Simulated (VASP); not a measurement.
# PtSe: single point with PBEsol-based global hybrid with 25 % exact exchange

The system is PtSe.

```
CELL_PARAMETERS angstrom
3.52089 0.00000 0.00000
-1.76045 3.04918 0.00000
0.00000 0.00000 3.32492
ATOMIC_POSITIONS crystal
Pt 0.00000 0.00000 0.00000
Se 0.66667 0.33333 0.50000
```

- Program: VASP 6.6.1
- Task: single point
- Functional: PBEsol-based global hybrid with 25 % exact exchange
- Potentials or basis: VASP PAW PBE potentials, release 64 (Pt, Se)
- Cutoff: 400 eV
- k mesh: 4 × 4 × 4
- Occupations: fermi-dirac, width 0.05 eV
- Spin: no spin polarisation
- Dipole correction: no
- Grid for exact exchange (PRECFOCK): Normal
- Share of exact exchange: 0.25
- Further INCAR settings: ALGO = Normal; EDIFF = 1e-06; NBANDS = 15

- Pressure: -0.6 GPa
- Band gap on the k mesh: zero (bands 8 and 9 overlap by 1.45 eV)

Stress tensor (GPa, compression positive):
```
 0.96  0.00  0.00
 0.00  0.96  0.00
 0.00  0.00 -3.67
```

Levels at points of the mesh, in eV from the Fermi level:
```tsv
k point	band 5	band 6	band 7	band 8	band 9	band 10	band 11	band 12
(0.00, 0.00, 0.00)	-3.52	-3.52	-2.84	1.12	1.12	1.55	8.13	8.71
(0.50, 0.00, 0.00)	-4.54	-3.80	-2.86	-2.52	2.29	4.02	7.61	10.72
(0.00, 0.00, 0.50)	-4.64	-4.64	-2.94	1.02	1.02	6.13	7.43	12.90
(0.50, 0.00, 0.50)	-3.47	-3.19	-2.84	-1.45	0.88	2.89	6.26	7.56
```

Wall time 3.3 min on 1 thread of Intel(R) Xeon(R) 6975P-C (Granite Rapids) (shared host), peak memory 0.15 GiB.

Caveat: the k points lie up to 0.52 Å⁻¹ apart, too coarse for converged energies and pressures of a metal; the PAW data sets were made with another functional, which shifts forces and pressure a little; spin-orbit coupling is left out, which moves the levels of the heavy elements.
